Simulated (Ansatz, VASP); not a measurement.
# One calculation of Ti3H, two programs

INCAR

```
SYSTEM = Ti3H
ALGO = Normal ; DIPOL = 0.5 0.5 0.357
EDIFF = 1E-6 ; ENCUT = 520
GGA = PE ; IDIPOL = 3
ISIF = 2 ; ISMEAR = 0
LASPH = .True. ; LCHARG = .True.
LDIPOL = .True. ; LELF = .True.
LREAL = .False. ; LVACPOTAV = .True.
LVHAR = .True. ; LWAVE = .False.
NBANDS = 26 ; NELM = 100
PREC = Accurate ; SIGMA = 0.1
```

The input KPOINTS:

```
k-points
0
Gamma
  10 10 1
  0 0 0
```

The input POSCAR:

```
Ti3H
1.0
    2.8193504947      0.0000000000      0.0000000000
   -0.9397834982      2.6581091378      0.0000000000
    0.0000000000      0.0000000000     21.3259744853
Ti H
3 1
Direct
    0.5000000000      0.5000000000      0.1875646997
    0.0000000000      0.0000000000      0.2892724347
    0.5000000000      0.5000000000      0.3904147260
    1.0000000000      1.0000000000      0.5625053380
```

Input for Ansatz:

```yaml
crystal:
  lattice:
    - [2.8193504947, 0.0, 0.0]
    - [-0.9397834982, 2.6581091378, 0.0]
    - [0.0, 0.0, 21.3259744853]
  atoms:
    - { symbol: Ti, position: [0.5, 0.5, 0.1875646997] }
    - { symbol: Ti, position: [0.0, 0.0, 0.2892724347] }
    - { symbol: Ti, position: [0.5, 0.5, 0.390414726] }
    - { symbol: H, position: [1.0, 1.0, 0.562505338] }
basis:
  ecutwfc: 420
kpoints:
  mp_grid: { grid: [10, 10, 1] }
hamiltonian:
  xc: pbe
scf:
  occupations: { method: gaussian, width: 0.1 }
output:
  forces: true
  eigenvalues: true
  write_density: true
  write_potential: true
  elf: true
  volumetric_format: npy
efield:
  axis: 3
  dipole_correction: true
  ramp_width: 0.04
```

Alike in both runs: task single point; functional PBE; k mesh 10 × 10 × 1; occupations gaussian, width 0.1 eV; no spin polarisation.

|  | VASP | Ansatz |
| --- | --- | --- |
| version | VASP 6.6.1 | Ansatz 0.2.0 |
| potentials or method | VASP PAW PBE potentials, release 64 (Ti_sv, H), cutoff 520 eV | scalar-relativistic, plane waves, PAW |
| valence electrons in the cell | 37 | 37 |

```csv
,VASP,Ansatz,Ansatz less VASP
gap on the k mesh at the Fermi level (eV),none,none,-
rms of the force components (eV/Å),0.185,0.189,+0.0033
"work function, face that differs most (eV)",4.36,4.37,+0.006
```

Atom by atom the forces differ by 0.005 eV/Å (rms over components). A gap of «none» marks a metal or a gap that the smearing closes. Ansatz's warnings: vacuum density over bound, xc potential rough in thin density.
